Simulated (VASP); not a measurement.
# Sc (Im-3m) in VASP: a series of runs

Aim: see how the results for Sc move with the level of theory and the settings. Levels: RPBE+U, PBE. Tasks: single point.

Program: VASP 6.6.1. These are calculated values, not measurements. Logs are shortened: lines on timing, memory, paths and dates and some standing lists are left out, and cuts for length are marked.

### Step 1. The cell of the first run

The structure is cubic, space group Im-3m (No. 229). The conventional cell has a = 2.711 Å, b = 2.711 Å, c = 2.711 Å, α = 90.00°, β = 90.00°, γ = 90.00°. Within 3.1 Å of Sc (site symmetry m-3m) lie 14 Sc at 2.35 to 2.71 Å.

### Step 2. Single point, RPBE+U

Input file INCAR:

```
ALGO = Normal ; EDIFF = 1E-6
ENCUT = 520 ; GGA = RP
ISIF = 2 ; ISMEAR = -1
LASPH = T ; LCHARG = F
LDAU = T ; LDAUJ = 0
LDAUL = 2 ; LDAUPRINT = 1
LDAUTYPE = 2 ; LDAUU = 1
LMAXMIX = 4 ; LREAL = F
LWAVE = F ; NBANDS = 12
NELM = 150 ; PREC = Accurate
SIGMA = 0.005
```

Input file KPOINTS:

```
k-points
0
Gamma
  16 16 16
```

Input file POSCAR:

```
Sc
1.0
   -1.3552740570      1.3552740570      1.3552740570
    1.3552740570     -1.3552740570      1.3552740570
    1.3552740570      1.3552740570     -1.3552740570
Sc
1
Direct
    0.0000000000      0.0000000000      0.0000000000
```

Potentials or basis: VASP PAW PBE potentials, release 64 (Sc_sv).

Command:

```
$ cat potpaw_PBE.64/Sc_sv/POTCAR > POTCAR
$ mpirun -np 1 vasp_std > vasp.out
```

OUTCAR:

```text
EDIFF = 1E-6
   ENCUT = 520
   GGA = RP
   ISIF = 2
   ISMEAR = -1
   LASPH = T
   LREAL = F
   NELM = 150
   PREC = Accurate

 ion  position               nearest neighbor table
   1  0.000  0.000  0.000-

  LATTYP: Found a body centered cubic cell.
 ALAT       =     2.7105481140

  Lattice vectors:

 A1 = (  -1.3552740570,   1.3552740570,   1.3552740570)
 A2 = (   1.3552740570,  -1.3552740570,   1.3552740570)
 A3 = (   1.3552740570,   1.3552740570,  -1.3552740570)

Analysis of symmetry for initial positions (statically):
=====================================================================
 Subroutine PRICEL returns:
 Original cell was already a primitive cell.

 Routine SETGRP: Setting up the symmetry group for a
 body centered cubic supercell.

 Subroutine GETGRP returns: Found 48 space group operations
 (whereof 48 operations were pure point group operations)
 out of a pool of 48 trial point group operations.

The static configuration has the point symmetry O_h .

Analysis of symmetry for dynamics (positions and initial velocities):
=====================================================================
 Subroutine PRICEL returns:
 Original cell was already a primitive cell.

 Routine SETGRP: Setting up the symmetry group for a
 body centered cubic supercell.

 Subroutine GETGRP returns: Found 48 space group operations
 (whereof 48 operations were pure point group operations)
 out of a pool of 48 trial point group operations.

The dynamic configuration has the point symmetry O_h .

 Subroutine INISYM returns: Found 48 space group operations
 (whereof 48 operations are pure point group operations),
 and found     1 'primitive' translations

----------------------------------------------------------------------------------------

                                     Primitive cell

  volume of cell :       9.9573

  direct lattice vectors                    reciprocal lattice vectors
    -1.355274057  1.355274057  1.355274057     0.000000000  0.368929072  0.368929072
     1.355274057 -1.355274057  1.355274057     0.368929072  0.000000000  0.368929072
     1.355274057  1.355274057 -1.355274057     0.368929072  0.368929072  0.000000000

  length of vectors
     2.347403525  2.347403525  2.347403525     0.521744497  0.521744497  0.521744497

  position of ions in fractional coordinates (direct lattice)
     0.000000000  0.000000000  0.000000000

  ion indices of the primitive-cell ions
   primitive index   ion index
                 1           1

----------------------------------------------------------------------------------------

 KPOINTS: k-points

Automatic generation of k-mesh.
 Grid dimensions read from file:
 generate k-points for:   16   16   16

 Generating k-lattice:

  Cartesian coordinates                     Fractional coordinates (reciprocal lattice)
     0.000000000  0.023058067  0.023058067     0.062500000  0.000000000  0.000000000
     0.023058067  0.000000000  0.023058067     0.000000000  0.062500000  0.000000000
     0.023058067  0.023058067  0.000000000     0.000000000  0.000000000  0.062500000

  Length of vectors
     0.032609031  0.032609031  0.032609031

  Shift w.r.t. Gamma in fractional coordinates (k-lattice)
     0.000000000  0.000000000  0.000000000

 Subroutine IBZKPT returns following result:
 ===========================================

 Found    145 irreducible k-points:

 Following reciprocal coordinates:
            Coordinates               Weight
  0.000000  0.000000  0.000000      1.000000
  0.062500  0.000000  0.000000     12.000000
  0.125000  0.000000  0.000000     12.000000
  0.187500  0.000000  0.000000     12.000000
  0.250000  0.000000  0.000000     12.000000
  0.312500  0.000000  0.000000     12.000000
[... 16 lines left out ...]
  0.187500  0.187500  0.000000     24.000000
  0.250000  0.187500  0.000000     48.000000
 [... further k-points ...]
   k-points           NKPTS =    145   k-points in BZ     NKDIM =    145   number of bands    NBANDS=     12
   number of dos      NEDOS =    301   number of ions     NIONS =      1
   total plane-waves  NPLWV =   5832
   dimension x,y,z NGX =    18 NGY =   18 NGZ =   18
   dimension x,y,z NGXF=    36 NGYF=   36 NGZF=   36
   ions per type =               1
   NGX,Y,Z   is equivalent  to a cutoff of  12.75, 12.75, 12.75 a.u.
   NGXF,Y,Z  is equivalent  to a cutoff of  25.50, 25.50, 25.50 a.u.
 SYSTEM =  unknown system
   PREC   = accura    normal or accurate (medium, high low for compatibility)
   ISTART =      0    job   : 0-new  1-cont  2-samecut
   ICHARG =      2    charge: 1-file 2-atom 10-const
   ISPIN  =      1    spin polarized calculation?
   LNONCOLLINEAR =      F non collinear calculations
   LSORBIT =      F    spin-orbit coupling
   LASPH  =      T    aspherical Exc in radial PAW
   ENCUT  =  520.0 eV  38.22 Ry    6.18 a.u.   4.36  4.36  4.36*2*pi/ulx,y,z
   NELM   =    150;   NELMIN=  2; NELMDL= -5     # of ELM steps
   EDIFF  = 0.1E-05   stopping-criterion for ELM
   LREAL  =      F    real-space projection
   EDIFFG = 0.1E-04   stopping-criterion for IOM
   NSW    =      0    number of steps for IOM
   IBRION =     -1    ionic relax: 0-MD 1-quasi-New 2-CG
   NFREE  =      0    steps in history (QN), initial steepest desc. (CG)
   ISIF   =      2    stress and relaxation
   ISYM   =      2    0-nonsym 1-usesym 2-fastsym
   POTIM  = 0.5000    time-step for ionic-motion
   TEBEG  =    0.0;   TEEND  =   0.0 temperature during run
   PSTRESS=    0.0 pullay stress
   NELECT =      11.0000    total number of electrons
   NUPDOWN=      -1.0000    fix difference up-down
   EMIN   =  10.00;   EMAX   =-10.00  energy-range for DOS
   EFERMI =   0.00;   METHOD = LEGACY
   ISMEAR =    -1;   SIGMA  =   0.01  broadening in eV -4-tet -1-fermi 0-gaus
   EFERMI_NEDOS =   21; number of points for ismear=-14 and -15
   IALGO  =     38    algorithm
   IMIX   =      4    mixing-type and parameters
     AMIX     =   0.40;   BMIX     =  1.00
     AMIX_MAG =   1.60;   BMIX_MAG =  1.00
  volume/ion in A,a.u.               =       9.96        67.20
  Fermi-wavevector in a.u.,A,eV,Ry     =   1.692357  3.198091 38.968060  2.864072
  Thomas-Fermi vector in A             =   2.773958
   LORBIT       =      0    0 simple, 1 ext, 2 COOP (PROOUT), +10 PAW based schemes
 LDA+U is selected, type is set to LDAUTYPE =  2
   angular momentum for each species LDAUL =     2
   U (eV)           for each species LDAUU =   1.0
   J (eV)           for each species LDAUJ =   0.0
   GGA     = RP    functional components
   LHFCALC =     F    Hartree Fock is set to
   AEXX    =    0.0000 exact exchange contribution
   IVDW    =     0    specifies the selected vdW correction
   LEPSILON=     F    determine dielectric tensor
   LRPA    =     F    only Hartree local field effects (RPA)
 non-spin polarized calculation
  energy-cutoff  :      520.00
  volume of cell :        9.96
 maximum number of plane-waves:       277
 NGX is ok and might be reduce to    18
   NGX =  9   NGY =  9   NGZ =  9

atom =   1  type =  1  l = 2

 onsite density matrix

spin component  1

  0.2311 -0.0000 -0.0000  0.0000 -0.0000
 -0.0000  0.2311 -0.0000  0.0000  0.0000
 -0.0000 -0.0000  0.2930 -0.0000 -0.0000
  0.0000  0.0000 -0.0000  0.2311  0.0000
 -0.0000  0.0000 -0.0000  0.0000  0.2930

spin component  2

  0.2311 -0.0000 -0.0000  0.0000 -0.0000
 -0.0000  0.2311 -0.0000  0.0000  0.0000
 -0.0000 -0.0000  0.2930 -0.0000 -0.0000
  0.0000  0.0000 -0.0000  0.2311  0.0000
 -0.0000  0.0000 -0.0000  0.0000  0.2930

 occupancies and eigenvectors

  o =  0.2311  v =  1.0000  0.0000  0.0000  0.0000  0.0000  0.0000  0.0000  0.0000  0.0000  0.0000      0.0000  0.0000  0.0000  0.0000  0.0000  0.0000  0.0000  0.0000  0.0000  0.0000
  o =  0.2311  v =  0.0000  0.0000  0.0000  0.0000  0.0000  1.0000  0.0000  0.0000  0.0000  0.0000      0.0000  0.0000  0.0000  0.0000  0.0000  0.0000  0.0000  0.0000  0.0000  0.0000
  o =  0.2311  v =  0.0000  0.9884  0.0000 -0.1518 -0.0000  0.0000  0.0000  0.0000  0.0000  0.0000      0.0000  0.0000  0.0000  0.0000  0.0000  0.0000  0.0000  0.0000  0.0000  0.0000
  o =  0.2311  v =  0.0000  0.0000  0.0000  0.0000  0.0000  0.0000  0.9884  0.0000 -0.1518 -0.0000      0.0000  0.0000  0.0000  0.0000  0.0000  0.0000  0.0000  0.0000  0.0000  0.0000
  o =  0.2311  v =  0.0000  0.1518  0.0000  0.9884  0.0000  0.0000  0.0000  0.0000  0.0000  0.0000      0.0000  0.0000  0.0000  0.0000  0.0000  0.0000  0.0000  0.0000  0.0000  0.0000
  o =  0.2311  v =  0.0000  0.0000  0.0000  0.0000  0.0000  0.0000  0.1518  0.0000  0.9884  0.0000      0.0000  0.0000  0.0000  0.0000  0.0000  0.0000  0.0000  0.0000  0.0000  0.0000
  o =  0.2930  v =  0.0000  0.0000  0.0000  0.0000  0.0000  0.0000 -0.0000  1.0000 -0.0000  0.0033      0.0000  0.0000  0.0000  0.0000  0.0000  0.0000  0.0000  0.0000  0.0000  0.0000
  o =  0.2930  v =  0.0000 -0.0000  1.0000 -0.0000  0.0033  0.0000  0.0000  0.0000  0.0000  0.0000      0.0000  0.0000  0.0000  0.0000  0.0000  0.0000  0.0000  0.0000  0.0000  0.0000
  o =  0.2930  v =  0.0000  0.0000  0.0000  0.0000  0.0000  0.0000 -0.0000  0.0033  0.0000 -1.0000      0.0000  0.0000  0.0000  0.0000  0.0000  0.0000  0.0000  0.0000  0.0000  0.0000
  o =  0.2930  v =  0.0000 -0.0000  0.0033  0.0000 -1.0000  0.0000  0.0000  0.0000  0.0000  0.0000      0.0000  0.0000  0.0000  0.0000  0.0000  0.0000  0.0000  0.0000  0.0000  0.0000

 number of electron      11.0000003 magnetization

 Free energy of the ion-electron system (eV)
  ---------------------------------------------------
  ext. energy  EPLUGINS =         0.00000000
  ---------------------------------------------------
  free energy    TOTEN  =        -0.06362986 eV

  energy without entropy =       -0.06338640  energy(sigma->0) =       -0.06350813

 E-fermi :  11.1778     XC(G=0): -14.1858

 val. band max:       11.1762374177   @ k =   0.2500   0.1875   0.1250
 cond. band min:      11.1794793731   @ k =   0.3125   0.1875   0.1250
 fundamental gap:      0.0032419554
 Fermi energy:        11.1778153505

 k-point     1 :       0.0000    0.0000    0.0000
  band No.  band energies     occupation
      1     -38.1661      2.00000
      2     -13.3959      2.00000
      3     -13.3959      2.00000
      4     -13.3959      2.00000
      5       7.3933      2.00000
      6      13.7265      0.00000
      7      13.7265      0.00000
      8      13.7265      0.00000
      9      17.3347      0.00000
     10      17.3347      0.00000
     11      32.8015      0.00000
     12      32.8015      0.00000
[... 331 lines left out ...]
 k-point    24 :       0.2500    0.1875    0.0000
  band No.  band energies     occupation
      1     -36.6757      2.00000
      2     -17.3654      2.00000
      3     -15.0733      2.00000
      4     -13.8720      2.00000
      5       9.8176      2.00000
      6      11.0932      2.00000
      7      13.6366      0.00000
      8      16.8334      0.00000
      9      18.9111      0.00000
     10      21.9709      0.00000
     11      31.9089      0.00000
     12      32.9405      0.00000

 [... further k-points ...]
[... 5 lines left out ...]
  --------------------------------------------------------------------------------------
  -------------------------------------------------------------------------------------
  Total       11.8181149     11.8181149     11.8181149     -0.0000000     -0.0000000      0.0000000
  in kB     1901.5923567   1901.5923567   1901.5923567     -0.0000000     -0.0000000      0.0000000
  external PRESSURE =    1901.5923567 kB  Pullay stress =       0.0000000 kB

 VOLUME and BASIS-vectors are now :
 -----------------------------------------------------------------------------
  energy-cutoff  :      520.00
  volume of cell :        9.96
      direct lattice vectors                 reciprocal lattice vectors
    -1.355274057  1.355274057  1.355274057     0.000000000  0.368929072  0.368929072
     1.355274057 -1.355274057  1.355274057     0.368929072  0.000000000  0.368929072
     1.355274057  1.355274057 -1.355274057     0.368929072  0.368929072  0.000000000

 POSITION                                       TOTAL-FORCE (eV/Angst)
 -----------------------------------------------------------------------------------
      0.00000      0.00000      0.00000         0.000000     -0.000000      0.000000
 -----------------------------------------------------------------------------------
    total drift:                                0.000000      0.000000      0.000000

  FREE ENERGIE OF THE ION-ELECTRON SYSTEM (eV)
  ---------------------------------------------------
  free  energy   TOTEN  =        -0.0636298567 eV

  energy  without entropy=       -0.0633864044  energy(sigma->0) =       -0.06350813
```

It took 14 s on 1 thread of Intel Xeon Platinum 8488C (Sapphire Rapids), shared host; peak memory 0.13 GiB.

What came out:

- Free energy: -0.0636 eV
- Pressure: 190.2 GPa

Levels at points of the mesh, in eV from the Fermi level:
```tsv
k point	band 2	band 3	band 4	band 5	band 6	band 7	band 8	band 9	band 10	band 11
(0.00, 0.00, 0.00)	-24.57	-24.57	-24.57	-3.78	2.55	2.55	2.55	6.16	6.16	21.62
(0.50, 0.00, 0.00)	-29.63	-25.97	-24.72	-3.54	-0.76	6.76	7.14	7.44	10.72	17.81
(0.50, 0.50, 0.50)	-27.71	-27.71	-27.71	-4.90	-4.90	9.70	9.70	9.70	16.94	16.94
```

Eigenvalues of the final occupation matrices:
```tsv
site	spin	trace	eigenvalues
site 1 d	1	1.28	0.23 0.23 0.23 0.29 0.29
site 1 d	2	1.28	0.23 0.23 0.23 0.29 0.29
```

Caveat: the PAW data sets were made with another functional, which shifts forces and pressure a little; U without spin polarisation on a metal has little footing; the U is typed as a test and isn't derived for this compound.

### Step 3. Single point, PBE (volume scaled by 0.8)

Input file INCAR:

```
PREC = Accurate
ENCUT = 520
EDIFF = 1E-7
ISMEAR = -1
SIGMA = 0.05
LREAL = F
LASPH = T
NELM = 60
ALGO = Normal
ISIF = 2
LWAVE = F
LCHARG = F
GGA = PE
NBANDS = 12
```

Input file KPOINTS:

```
regular mesh
0
Gamma
  16 16 16
```

Input file POSCAR:

```
Sc
1.0
   -1.7075383128      1.7075383128      1.7075383128
    1.7075383128     -1.7075383128      1.7075383128
    1.7075383128      1.7075383128     -1.7075383128
Sc
1
Direct
    0.0000000000      0.0000000000      0.0000000000
```

Potentials or basis: VASP PAW PBE potentials, release 64 (Sc_sv).

Command:

```
$ cat potpaw_PBE.64/Sc_sv/POTCAR > POTCAR
$ mpirun -np 1 vasp_std > vasp.out
```

It took 16 s on 1 thread of Intel Xeon Platinum 8488C (Sapphire Rapids), shared host; peak memory 0.15 GiB.

Results (log left out):

```
Free energy : -5.9297 eV
Pressure    : 16.7 GPa
```

Levels at points of the mesh, in eV from the Fermi level:
| k point | band 1 | band 2 | band 3 | band 4 | band 5 | band 6 | band 7 | band 8 | band 9 | band 10 |
| --- | --- | --- | --- | --- | --- | --- | --- | --- | --- | --- |
| (0.00, 0.00, 0.00) | -49.07 | -27.30 | -27.30 | -27.30 | -5.60 | 1.72 | 1.72 | 1.72 | 3.53 | 3.53 |
| (0.50, 0.00, 0.00) | -48.92 | -28.09 | -27.54 | -27.31 | -2.15 | 0.18 | 1.03 | 3.55 | 3.97 | 5.30 |
| (0.50, 0.50, 0.50) | -48.81 | -27.83 | -27.83 | -27.83 | -1.79 | -1.79 | 4.91 | 4.91 | 4.91 | 7.72 |

[end of part 1 of 2]
